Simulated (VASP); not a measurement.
A run of VASP 6.6.1 is set up as follows.

The input INCAR:

```
PREC     = Accurate       # precision mode
ENCUT    = 520            # plane-wave cutoff, eV
EDIFF    = 1E-6           # SCF threshold, eV
ISMEAR   = -1             # smearing method
SIGMA    = 0.1            # smearing width, eV
LREAL    = False          # projectors in reciprocal space
LASPH    = True           # aspherical terms in the spheres
NELM     = 60             # most SCF steps
ALGO     = Normal         # electronic algorithm
ISIF     = 2              # what is computed and relaxed
LWAVE    = False          # write WAVECAR
LCHARG   = False          # write CHGCAR
GGA      = PE             # functional
NBANDS   = 10             # bands
```

KPOINTS

```
regular mesh
0
Gamma
  34 34 6
```

File POSCAR:

```
B
1.0
    1.7375787362      0.0000000000      0.0000000000
   -0.8687893681      1.5047873266      0.0000000000
    0.0000000000      0.0000000000      9.2793150668
B
2
Direct
    0.3333333333      0.6666666667      0.2500000000
    0.6666666667      0.3333333333      0.7500000000
```

Potentials or basis: VASP PAW PBE potentials, release 64 (B).

Launch:

```bash
$ cat potpaw_PBE.64/B/POTCAR > POTCAR
$ mpirun -np 1 vasp_std > vasp.out
```

(1) Estimate the band gap on the k mesh.

(2) Estimate the pressure.

## Answers

(1) zero (bands 3 and 4 overlap by 10.54 eV).

(2) -6.1 GPa.

Caveat: the cell stands under tension; this functional lacks dispersion, which binds the layers, so the pressure and a relaxed spacing across them are unreliable.
